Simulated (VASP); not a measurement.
# Co (P-3m1) in VASP: notebook

Runs on Co. Level: LDA. Tasks: single point.

All numbers are computed with VASP 6.6.1; they aren't measurements. Logs are shortened: lines on timing, memory, paths and dates and some standing lists are left out, and cuts for length are marked.

### Step 1. The cell of the first run

The structure is trigonal, space group P-3m1 (No. 164). The conventional cell has a = 2.487 Å, b = 2.487 Å, c = 4.063 Å, α = 90.00°, β = 90.00°, γ = 120.00°. Within 3.2 Å of Co (site symmetry 3m) lie 12 Co at 2.42 to 2.55 Å.

### Step 2. Single point, LDA, collinear spin, ferromagnetic start

INCAR

```
ALGO = Normal
EDIFF = 1E-6
ENCUT = 520
ISIF = 2
ISMEAR = -1
ISPIN = 2
LASPH = True
LCHARG = True
LELF = True
LMAXMIX = 4
LORBIT = 11
LREAL = False
LVHAR = True
LWAVE = False
MAGMOM = 3.2 3.2
NBANDS = 20
NELM = 150
PREC = Accurate
SIGMA = 0.25
```

KPOINTS

```
k-points
0
Gamma
  14 14 8
```

POSCAR

```
Co
1.0
    2.4873648700      0.0000000000      0.0000000000
   -1.2436824400      2.1541211700      0.0000000000
    0.0000000000      0.0000000000      4.0632895000
Co
2
Direct
    0.6666666700      0.3333333300      0.2598610000
    0.3333333300      0.6666666700      0.7401390000
```

Potentials or basis: VASP PAW LDA potentials, release 64 (Co).

Started as:

```
$ cat potpaw_LDA.64/Co/POTCAR > POTCAR
$ mpirun -np 1 vasp_std > vasp.out
```

OUTCAR:

```text
EDIFF = 1E-6
   ENCUT = 520
   ISIF = 2
   ISMEAR = -1
   ISPIN = 2
   LASPH = True
   LORBIT = 11
   LREAL = False
   NELM = 150
   PREC = Accurate

 ion  position               nearest neighbor table
   1  0.667  0.333  0.260-   2 2.42   2 2.42   2 2.42   2 2.55   2 2.55   2 2.55
   2  0.333  0.667  0.740-   1 2.42   1 2.42   1 2.42   1 2.55   1 2.55   1 2.55

  LATTYP: Found a hexagonal cell.
 ALAT       =     2.4873648700
 C/A-ratio  =     1.6335719576

  Lattice vectors:

 A1 = (   2.4873648700,   0.0000000000,   0.0000000000)
 A2 = (  -1.2436824400,   2.1541211700,   0.0000000000)
 A3 = (   0.0000000000,   0.0000000000,   4.0632895000)

Analysis of symmetry for initial positions (statically):
=====================================================================
 Subroutine PRICEL returns:
 Original cell was already a primitive cell.

 Routine SETGRP: Setting up the symmetry group for a
 hexagonal supercell.

 Subroutine GETGRP returns: Found 12 space group operations
 (whereof 12 operations were pure point group operations)
 out of a pool of 24 trial point group operations.

The static configuration has the point symmetry D_3d.

Analysis of symmetry for dynamics (positions and initial velocities):
=====================================================================
 Subroutine PRICEL returns:
 Original cell was already a primitive cell.

 Routine SETGRP: Setting up the symmetry group for a
 hexagonal supercell.

 Subroutine GETGRP returns: Found 12 space group operations
 (whereof 12 operations were pure point group operations)
 out of a pool of 24 trial point group operations.

The dynamic configuration has the point symmetry D_3d.

Analysis of structural, dynamic, and magnetic symmetry:
=====================================================================
 Subroutine PRICEL returns:
 Original cell was already a primitive cell.

 Routine SETGRP: Setting up the symmetry group for a
 hexagonal supercell.

 Subroutine GETGRP returns: Found 12 space group operations
 (whereof 12 operations were pure point group operations)
 out of a pool of 24 trial point group operations.

The overall configuration has the point symmetry D_3d.

 Subroutine INISYM returns: Found 12 space group operations
 (whereof 12 operations are pure point group operations),
 and found     1 'primitive' translations

----------------------------------------------------------------------------------------

                                     Primitive cell

  volume of cell :      21.7715

  direct lattice vectors                    reciprocal lattice vectors
     2.487364870  0.000000000  0.000000000     0.402031890  0.232113220  0.000000000
    -1.243682440  2.154121170  0.000000000     0.000000000  0.464226439  0.000000000
     0.000000000  0.000000000  4.063289500     0.000000000  0.000000000  0.246106018

  length of vectors
     2.487364870  2.487364876  4.063289500     0.464226440  0.464226439  0.246106018

  position of ions in fractional coordinates (direct lattice)
     0.666666670  0.333333330  0.259861000
     0.333333330  0.666666670  0.740139000

  ion indices of the primitive-cell ions
   primitive index   ion index
                 1           1
                 2           2

----------------------------------------------------------------------------------------

 KPOINTS: k-points

Automatic generation of k-mesh.
 Grid dimensions read from file:
 generate k-points for:   14   14    8

 Generating k-lattice:

  Cartesian coordinates                     Fractional coordinates (reciprocal lattice)
     0.028716564  0.016579516  0.000000000     0.071428571  0.000000000  0.000000000
     0.000000000  0.033159031  0.000000000     0.000000000  0.071428571  0.000000000
     0.000000000  0.000000000  0.030763252     0.000000000  0.000000000  0.125000000

  Length of vectors
     0.033159031  0.033159031  0.030763252

  Shift w.r.t. Gamma in fractional coordinates (k-lattice)
     0.000000000  0.000000000  0.000000000

 Subroutine IBZKPT returns following result:
 ===========================================

 Found    168 irreducible k-points:

 Following reciprocal coordinates:
            Coordinates               Weight
  0.000000  0.000000  0.000000      1.000000
  0.071429 -0.000000  0.000000      6.000000
  0.142857  0.000000  0.000000      6.000000
  0.214286 -0.000000  0.000000      6.000000
  0.285714  0.000000  0.000000      6.000000
  0.357143 -0.000000  0.000000      6.000000
[... 16 lines left out ...]
  0.285714  0.285714  0.000000      6.000000
  0.357143  0.285714  0.000000      6.000000
 [... further k-points ...]
   k-points           NKPTS =    168   k-points in BZ     NKDIM =    168   number of bands    NBANDS=     20
   number of dos      NEDOS =    301   number of ions     NIONS =      2
   total plane-waves  NPLWV =   9720
   dimension x,y,z NGX =    18 NGY =   18 NGZ =   30
   dimension x,y,z NGXF=    36 NGYF=   36 NGZF=   60
   ions per type =               2
   NGX,Y,Z   is equivalent  to a cutoff of  12.03, 12.03, 12.27 a.u.
   NGXF,Y,Z  is equivalent  to a cutoff of  24.06, 24.06, 24.55 a.u.
 SYSTEM =  unknown system
   PREC   = accura    normal or accurate (medium, high low for compatibility)
   ISTART =      0    job   : 0-new  1-cont  2-samecut
   ICHARG =      2    charge: 1-file 2-atom 10-const
   ISPIN  =      2    spin polarized calculation?
   LNONCOLLINEAR =      F non collinear calculations
   LSORBIT =      F    spin-orbit coupling
   LASPH  =      T    aspherical Exc in radial PAW
   ENCUT  =  520.0 eV  38.22 Ry    6.18 a.u.   4.62  4.62  7.56*2*pi/ulx,y,z
   NELM   =    150;   NELMIN=  2; NELMDL= -5     # of ELM steps
   EDIFF  = 0.1E-05   stopping-criterion for ELM
   LREAL  =      F    real-space projection
   EDIFFG = 0.1E-04   stopping-criterion for IOM
   NSW    =      0    number of steps for IOM
   IBRION =     -1    ionic relax: 0-MD 1-quasi-New 2-CG
   NFREE  =      0    steps in history (QN), initial steepest desc. (CG)
   ISIF   =      2    stress and relaxation
   ISYM   =      2    0-nonsym 1-usesym 2-fastsym
   POTIM  = 0.5000    time-step for ionic-motion
   TEBEG  =    0.0;   TEEND  =   0.0 temperature during run
   PSTRESS=    0.0 pullay stress
   NELECT =      18.0000    total number of electrons
   NUPDOWN=      -1.0000    fix difference up-down
   EMIN   =  10.00;   EMAX   =-10.00  energy-range for DOS
   EFERMI =   0.00;   METHOD = LEGACY
   ISMEAR =    -1;   SIGMA  =   0.25  broadening in eV -4-tet -1-fermi 0-gaus
   EFERMI_NEDOS =   21; number of points for ismear=-14 and -15
   IALGO  =     38    algorithm
   IMIX   =      4    mixing-type and parameters
     AMIX     =   0.40;   BMIX     =  1.00
     AMIX_MAG =   1.60;   BMIX_MAG =  1.00
  volume/ion in A,a.u.               =      10.89        73.46
  Fermi-wavevector in a.u.,A,eV,Ry     =   1.536514  2.903591 32.121660  2.360875
  Thomas-Fermi vector in A             =   2.643152
   LORBIT       =     11    0 simple, 1 ext, 2 COOP (PROOUT), +10 PAW based schemes
   GGA     = CA    functional components
   LHFCALC =     F    Hartree Fock is set to
   AEXX    =    0.0000 exact exchange contribution
   IVDW    =     0    specifies the selected vdW correction
   LEPSILON=     F    determine dielectric tensor
   LRPA    =     F    only Hartree local field effects (RPA)
 spin polarized calculation
  energy-cutoff  :      520.00
  volume of cell :       21.77
 maximum number of plane-waves:       600
   NGX =  9   NGY =  9   NGZ = 15

 number of electron      17.9999996 magnetization       2.4949951

 Free energy of the ion-electron system (eV)
  ---------------------------------------------------
  ext. energy  EPLUGINS =         0.00000000
  ---------------------------------------------------
  free energy    TOTEN  =       -16.37531148 eV

  energy without entropy =      -15.72650392  energy(sigma->0) =      -16.05090770

 E-fermi :   9.8729     XC(G=0): -13.7190

 val. band max:        9.8725419654   @ k =   0.4286  -0.0000   0.5000
 cond. band min:       9.8729695542   @ k =  -0.2143  -0.4286   0.3750
 fundamental gap:      0.0004275888
 Fermi energy:         9.8729055695

 spin component 1

 k-point     1 :       0.0000    0.0000    0.0000
  band No.  band energies     occupation
      1       0.9833      1.00000
      2       4.8761      1.00000
      3       7.4770      0.99993
      4       7.5432      0.99991
      5       7.5432      0.99991
      6       7.8326      0.99971
[... 12 lines left out ...]
     19      35.9097      0.00000
     20      35.9097      0.00000

 k-point     2 :       0.0714   -0.0000    0.0000
  band No.  band energies     occupation
      1       1.1633      1.00000
      2       4.9891      1.00000
      3       7.3193      0.99996
      4       7.6284      0.99987
      5       7.6729      0.99985
      6       7.7885      0.99976
[... 12 lines left out ...]
     19      37.7088      0.00000
     20      37.8264      0.00000

 k-point     3 :       0.1429    0.0000    0.0000
  band No.  band energies     occupation
      1       1.6895      1.00000
      2       5.2877      1.00000
      3       7.0769      0.99999
      4       7.5291      0.99992
      5       7.6713      0.99985
      6       7.8679      0.99967
[... 12 lines left out ...]
     19      36.4261      0.00000
     20      38.5706      0.00000

 k-point     4 :       0.2143   -0.0000    0.0000
  band No.  band energies     occupation
      1       2.5142      1.00000
      2       5.6233      1.00000
      3       6.7638      1.00000
      4       6.9760      0.99999
      5       7.5243      0.99992
      6       7.8625      0.99968
[... 429 lines left out ...]
 k-point    23 :       0.2857    0.2857    0.0000
  band No.  band energies     occupation
      1       5.7833      1.00000
      2       5.9586      1.00000
      3       6.2044      1.00000
      4       6.3862      1.00000
      5       7.1825      0.99998
      6       7.4573      0.99994
[... 12 lines left out ...]
     19      27.0572      0.00000
     20      42.0387      0.00000

 k-point    24 :       0.3571    0.2857    0.0000
  band No.  band energies     occupation
      1       5.7785      1.00000
      2       6.0736      1.00000
      3       6.1380      1.00000
      4       6.5027      1.00000
      5       7.2287      0.99997
      6       7.3365      0.99996
[... 12 lines left out ...]
     19      26.5988      0.00000
     20      42.4724      0.00000

 [... further k-points ...]

 spin component 2

 k-point     1 :       0.0000    0.0000    0.0000
  band No.  band energies     occupation
      1       1.1323      1.00000
      2       5.5890      1.00000
      3       8.5965      0.99397
      4       8.6798      0.99161
      5       8.6798      0.99161
      6       8.9952      0.97099
[... 12 lines left out ...]
     19      36.2516      0.00000
     20      36.2516      0.00000

 k-point     2 :       0.0714   -0.0000    0.0000
  band No.  band energies     occupation
      1       1.3128      1.00000
      2       5.7117      1.00000
      3       8.4221      0.99699
      4       8.7706      0.98798
      5       8.8133      0.98577
      6       8.9388      0.97671
[... 12 lines left out ...]
     19      37.8183      0.00000
     20      38.1639      0.00000

 k-point     3 :       0.1429    0.0000    0.0000
  band No.  band energies     occupation
      1       1.8420      1.00000
      2       6.0409      1.00000
      3       8.1241      0.99908
      4       8.3978      0.99727
      5       8.7764      0.98770
      6       9.0278      0.96709
[... 12 lines left out ...]
     19      36.6057      0.00000
     20      38.9180      0.00000

 k-point     4 :       0.2143   -0.0000    0.0000
  band No.  band energies     occupation
      1       2.6784      1.00000
      2       6.4343      1.00000
      3       7.6399      0.99987
      4       7.9506      0.99954
      5       8.6173      0.99345
      6       9.0464      0.96463
[... 429 lines left out ...]
 k-point    23 :       0.2857    0.2857    0.0000
  band No.  band energies     occupation
      1       6.6348      1.00000
      2       6.7303      1.00000
      3       7.0663      0.99999
      4       7.1329      0.99998
      5       8.2512      0.99848
      6       8.5237      0.99549
[... 12 lines left out ...]
     19      27.4002      0.00000
     20      42.2978      0.00000

 k-point    24 :       0.3571    0.2857    0.0000
  band No.  band energies     occupation
      1       6.7066      1.00000
      2       6.8440      0.99999
      3       6.9864      0.99999
      4       7.2481      0.99997
      5       8.2943      0.99819
      6       8.3917      0.99733
[... 12 lines left out ...]
     19      26.9528      0.00000
     20      42.7404      0.00000

 [... further k-points ...]

------------------------ aborting loop because EDIFF is reached ----------------------------------------

  FORCE on cell =-STRESS in cart. coord.  units (eV):
  Direction    XX          YY          ZZ          XY          YZ          ZX
  --------------------------------------------------------------------------------------
  -------------------------------------------------------------------------------------
  Total       -2.5465102     -2.5465102     -2.8063362      0.0000000      0.0000000     -0.0000000
  in kB     -187.3995799   -187.3995806   -206.5203678      0.0000004      0.0000000     -0.0000000
  external PRESSURE =    -193.7731761 kB  Pullay stress =       0.0000000 kB

 VOLUME and BASIS-vectors are now :
 -----------------------------------------------------------------------------
  energy-cutoff  :      520.00
  volume of cell :       21.77
      direct lattice vectors                 reciprocal lattice vectors
     2.487364870  0.000000000  0.000000000     0.402031890  0.232113220  0.000000000
    -1.243682440  2.154121170  0.000000000     0.000000000  0.464226439  0.000000000
     0.000000000  0.000000000  4.063289500     0.000000000  0.000000000  0.246106018

 POSITION                                       TOTAL-FORCE (eV/Angst)
 -----------------------------------------------------------------------------------
      1.24368      0.71804      1.05589         0.000000     -0.000000     -0.482157
     -0.00000      1.43608      3.00740        -0.000000      0.000000      0.482157
 -----------------------------------------------------------------------------------
    total drift:                                0.000000      0.000000     -0.000000

  FREE ENERGIE OF THE ION-ELECTRON SYSTEM (eV)
  ---------------------------------------------------
  free  energy   TOTEN  =       -16.3753114837 eV

  energy  without entropy=      -15.7265039180  energy(sigma->0) =      -16.05090770

 total charge

# of ion       s       p       d       tot
------------------------------------------
    1        0.488   0.513   7.282   8.283
    2        0.488   0.513   7.282   8.283
--------------------------------------------------
tot          0.975   1.026  14.564  16.566

 magnetization (x)

# of ion       s       p       d       tot
------------------------------------------
    1       -0.010  -0.028   1.286   1.249
    2       -0.010  -0.028   1.286   1.249
--------------------------------------------------
tot         -0.019  -0.055   2.572   2.497
```

Run time: 96 s. Hardware: 1 thread of Intel Xeon 6975P-C (Granite Rapids), shared host; peak memory 0.2 GiB.

What came out:

```
Free energy                                           : -16.3753 eV
Pressure                                              : -19.4 GPa
Largest force                                         : 0.482 eV/Å
Net moment                                            : 2.49 μB per cell
Site moments                                          : Co +1.25 μB
Valence electrons inside the program's atomic spheres : Co 8.28
```

Forces in eV/Å, atoms in the order of the input:
```
Co   0.000  0.000 -0.482
Co   0.000  0.000  0.482
```

Levels at points of the mesh, in eV from the Fermi level:
Spin up:
```
           k point  band 6  band 7  band 8  band 9  band 10  band 11  band 12  band 13  band 14  band 15
(0.00, 0.00, 0.00)   -2.04   -2.04   -1.59   -1.59    -0.51    -0.51    -0.15     6.29    22.06    24.64
(0.50, 0.00, 0.00)   -2.28   -1.94   -0.36   -0.31    -0.20     1.50     3.48     9.48    10.43    12.67
(0.00, 0.00, 0.50)   -2.40   -2.37   -2.37   -0.92    -0.92    -0.74    -0.74    14.18    15.36    22.64
(0.50, 0.00, 0.50)   -1.32   -0.85   -0.76   -0.30    -0.25     1.53     1.81     7.24     7.53    18.18
```
Spin down:
```
           k point  band 5  band 6  band 7  band 8  band 9  band 10  band 11  band 12
(0.00, 0.00, 0.00)   -1.19   -0.88   -0.88   -0.35   -0.35     0.00     0.79     0.79
(0.50, 0.00, 0.00)   -1.31   -1.23   -0.84    0.93    1.02     1.10     2.40     4.23
(0.00, 0.00, 0.50)   -1.25   -1.25   -1.24   -1.24    0.37     0.37     0.54     0.54
(0.50, 0.00, 0.50)   -0.48   -0.09    0.12    0.24    1.01     1.05     2.00     2.34
```

Caveat: the cell stands under tension.

[end of part 1 of 2]
